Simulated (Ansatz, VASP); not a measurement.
**Two plane-wave programs on InSb**

Contents of INCAR:

```
PREC = Accurate
ENCUT = 600
EDIFF = 1E-6
ISMEAR = 0
SIGMA = 0.1
LREAL = F
LASPH = T
NELM = 100
ALGO = Normal
ISIF = 3
LWAVE = F
LCHARG = F
IBRION = 2
NSW = 70
EDIFFG = -0.005
```

File KPOINTS:

```
Automatic mesh
0
Gamma
  8 8 8
```

Contents of POSCAR:

```
InSb
1.0
    0.0000000000      3.2391000000      3.2391000000
    3.2391000000      0.0000000000      3.2391000000
    3.2391000000      3.2391000000      0.0000000000
In Sb
1 1
Direct
    0.0000000000      0.0000000000      0.0000000000
    0.2500000000      0.2500000000      0.2500000000
```

Input for Ansatz:

```yaml
crystal:
  lattice:
    - [0.0, 3.2391, 3.2391]
    - [3.2391, 0.0, 3.2391]
    - [3.2391, 3.2391, 0.0]
  atoms:
    - { symbol: In, position: [0.0, 0.0, 0.0] }
    - { symbol: Sb, position: [0.25, 0.25, 0.25] }
basis:
  ecutwfc: 420
kpoints:
  mp_grid: { grid: [8, 8, 8] }
scf:
  occupations: { method: gaussian, width: 0.1 }
  n_extra_bands: 4
hamiltonian:
  xc: lda
  pseudopotentials: { kind: paw, azcp: { folder: soft_1 } }
output:
  eigenvalues: true
  forces: true
  stress: true
relax:
  f_tol: 0.005
  max_steps: 50
  cell: {}
```

Alike in both runs: task relaxation of cell and atoms; functional LDA; k mesh 8 × 8 × 8; occupations gaussian, width 0.1 eV; no spin polarisation.

```csv
,VASP,Ansatz
version,VASP 6.6.1,Ansatz 0.2.0
potentials or method,"VASP PAW LDA potentials, release 64 (In_d, Sb), cutoff 600 eV","plane-wave PAW, scalar-relativistic"
valence electrons in the cell,18,28
```

Ansatz gave:

- relaxed volume (Å³/atom): 33.56
- relaxed cell length with the largest relative difference (Å): 4.562

Question: Estimate VASP's values.

Answer: Relaxed volume (Å³/atom): 33.63; relaxed cell length with the largest relative difference (Å): 4.565.

Ansatz warns that its potentials were made for another functional, while VASP's fit it. LDA's correlation is that of Perdew and Zunger in VASP and of Perdew and Wang (1992) in Ansatz. VASP's potentials hold 18 valence electrons a cell and Ansatz's 28, so a difference there can come from the potentials and not from the codes.

Spin-orbit coupling is off throughout.
